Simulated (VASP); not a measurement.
Wanted: the native input for a VASP 6.6.1 run.

```yaml
Task: single point
Functional: r2SCAN
Potentials_or_basis: VASP PAW PBE potentials, release 64 (K_sv, F)
Cutoff: 520 eV
k_mesh: 8 × 8 × 8
Occupations: gaussian, width 0.05 eV
Spin: no spin polarisation
Dipole_correction: no
Further_INCAR_settings: ALGO = Normal; EDIFF = 1e-07; NBANDS = 15
```

KF:

```xyz
2
Lattice="0.0000 2.7403 2.6067 2.7403 0.0000 2.6067 2.7403 2.7403 0.0000" Properties=species:S:1:pos:R:3 pbc="T T T"
K     0.0000    0.0000    0.0000
F     2.7403    2.7403    2.6067
```

This cell differs from its parent crystal: strain +0.025 along x and y, -0.025 along z.

These files were run (other wordings do the same):

POSCAR

```
KF
1.0
    0.0000000000      2.7403375000      2.6066625000
    2.7403375000      0.0000000000      2.6066625000
    2.7403375000      2.7403375000      0.0000000000
K F
1 1
Direct
    0.0000000000      0.0000000000      0.0000000000
    0.5000000000      0.5000000000      0.5000000000
```

INCAR.step1

```
  PREC = Accurate
  ENCUT = 520
  ISMEAR = 0
  SIGMA = 0.05
  LREAL = F
  LASPH = T
  NELM = 100
  NBANDS = 15
  GGA = PE
  ALGO = Normal
  EDIFF = 1E-4
  LWAVE = T
  LCHARG = F
```

INCAR.step2

```
  PREC = Accurate
  ENCUT = 520
  EDIFF = 1E-7
  ISMEAR = 0
  SIGMA = 0.05
  LREAL = F
  LASPH = T
  NELM = 100
  ALGO = Normal
  ISIF = 2
  LWAVE = F
  LCHARG = F
  METAGGA = R2SCAN
  LMIXTAU = T
  NBANDS = 15
  ISTART = 1
```

KPOINTS

```
regular mesh
0
Gamma
  8 8 8
```

Potentials or basis: VASP PAW PBE potentials, release 64 (K_sv, F).

Launch:

```sh
$ cat potpaw_PBE.64/K_sv/POTCAR potpaw_PBE.64/F/POTCAR > POTCAR
$ cp INCAR.step1 INCAR
$ mpirun -np 1 vasp_std > vasp.out
$ cp INCAR.step2 INCAR
$ mpirun -np 1 vasp_std > vasp.out
```

Results of the run:

| Quantity | Value |
| --- | --- |
| Pressure | -1.1 GPa |
| Band gap on the k mesh | 6.63 eV |

Caveat: the cell differs from its parent crystal (strain +0.025 along x and y, -0.025 along z); the PAW data sets were made with another functional, which shifts forces and pressure a little.

Wall time 3.4 min on 1 thread of Intel Xeon 8259CL, with other jobs on the host, peak memory 0.19 GiB.
